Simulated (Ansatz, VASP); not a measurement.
Given: the input of a run of Ansatz 0.2.0 on PbSe.

The input input.yaml:

```yaml
crystal:
  lattice:
    - [0.0, 3.06065, 3.06065]
    - [3.06065, 0.0, 3.06065]
    - [3.06065, 3.06065, 0.0]
  atoms:
    - { symbol: Pb, position: [0.0, 0.0, 0.0] }
    - { symbol: Se, position: [0.5, 0.5, 0.5] }
kpoints:
  mp_grid: { grid: [8, 8, 8] }
scf:
  occupations: { method: gaussian, width: 0.016 }
hamiltonian:
  xc: pbe
  pseudopotentials: { kind: all_electron, lapw: { basis_error: 0.001 } }
output:
  forces: true
  stress: true
  eigenvalues: true
```

Potentials or basis: all-electron LAPW, scalar-relativistic.

Run with:

```console
$ ansatz run input.yaml --threads 1 --pin off --max-ram 3072MiB --backend cpu --events-out ev --progress --plain --runs-dir out
```

Question: Translate it to VASP 6.6.1. Potentials there: VASP PAW PBE potentials, release 64 (Pb_d, Se).

Answer: As run (the cutoff follows the program's own potentials):

The input INCAR:

```
SYSTEM = PbSe
  ALGO = Normal
  EDIFF = 1E-7
  ENCUT = 520
  GGA = PE
  ISIF = 2
  ISMEAR = 0
  LASPH = .True.
  LCHARG = .False.
  LREAL = .False.
  LWAVE = .False.
  NBANDS = 17
  NELM = 80
  PREC = Accurate
  SIGMA = 0.016
```

The input KPOINTS:

```
k-points
0
Gamma
  8 8 8
  0 0 0
```

Contents of POSCAR:

```
PbSe
1.0
    0.0000000000      3.0606500000      3.0606500000
    3.0606500000      0.0000000000      3.0606500000
    3.0606500000      3.0606500000      0.0000000000
Pb Se
1 1
Direct
    0.0000000000      0.0000000000      0.0000000000
    0.5000000000      0.5000000000      0.5000000000
```

Potentials or basis: VASP PAW PBE potentials, release 64 (Pb_d, Se).

Run with:

```sh
$ cat potpaw_PBE.64/Pb_d/POTCAR potpaw_PBE.64/Se/POTCAR > POTCAR
$ mpirun -np 1 vasp_std > vasp.out
```

Both were run:

|  | VASP | Ansatz | Ansatz less VASP |
| --- | --- | --- | --- |
| gap on the k mesh at the Fermi level (eV) | 0.29 | 0.28 | -0.006 |
| least direct gap on the mesh (eV) | 0.29 | 0.28 | -0.006 |
| pressure (GPa) | 2.4 | 2.4 | +0.02 |

Ansatz ran all-electron here, and VASP with PAW potentials.

Spin-orbit coupling is off throughout.
